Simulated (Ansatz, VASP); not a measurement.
**Nb: VASP beside Ansatz**

```
Nb
1.0
    -1.66395    1.66395    1.66395
     1.66395   -1.66395    1.66395
     1.66395    1.66395   -1.66395
Nb
1
Direct
  0.00000 0.00000 0.00000
```

Alike in both runs: task single point; functional PBE; k mesh 8 × 8 × 8; occupations gaussian, width 0.1 eV; no spin polarisation.

|  | VASP | Ansatz |
| --- | --- | --- |
| version | VASP 6.6.1 | Ansatz 0.2.0 |
| potentials or method | VASP PAW PBE potentials, release 64 (Nb_sv), cutoff 500 eV | scalar-relativistic, plane waves, PAW |
| valence electrons in the cell | 13 | 13 |

Ansatz gave:

```
gap on the k mesh at the Fermi level (eV) : none
pressure (GPa)                            : -2.3
```

Task: What did VASP give for the same quantities?

Result: gap on the k mesh at the Fermi level (eV): none; pressure (GPa): -2.7.

A gap of «none» marks a metal or a gap that the smearing closes. The functional is the same, so the differences come from potentials, cutoffs and numerics.
